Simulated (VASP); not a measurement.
Crystal: BeS.

```
Be S
1.0
     3.46216    0.00000    0.00000
    -1.73108    2.99832    0.00000
     0.00000    0.00000    6.99243
Be S
2 2
Direct
  0.33333 0.66667 0.25000
  0.66667 0.33333 0.75000
  0.66667 0.33333 0.25000
  0.33333 0.66667 0.75000
```

Base run:

* Program: VASP 6.6.1
* Functional: PBE0
* Potentials or basis: VASP PAW PBE potentials, release 64 (Be, S)
* Cutoff: 520 eV
* k mesh: 6 × 6 × 4
* Occupations: gaussian, width 0.01 eV
* Spin: no spin polarisation

Its results: band gap on the k mesh 5.78 eV (least direct gap 5.95 eV); pressure -0.5 GPa.

Problem. The run is repeated on the same cell with these changes: functional from PBE0 to r2SCAN0. What comes out?

Solution. Band gap on the k mesh 6.09 eV (least direct gap 6.26 eV); pressure -0.7 GPa.

Caveats: the PAW data sets were made with another functional, which shifts forces and pressure a little.

A k mesh can miss the band edges.
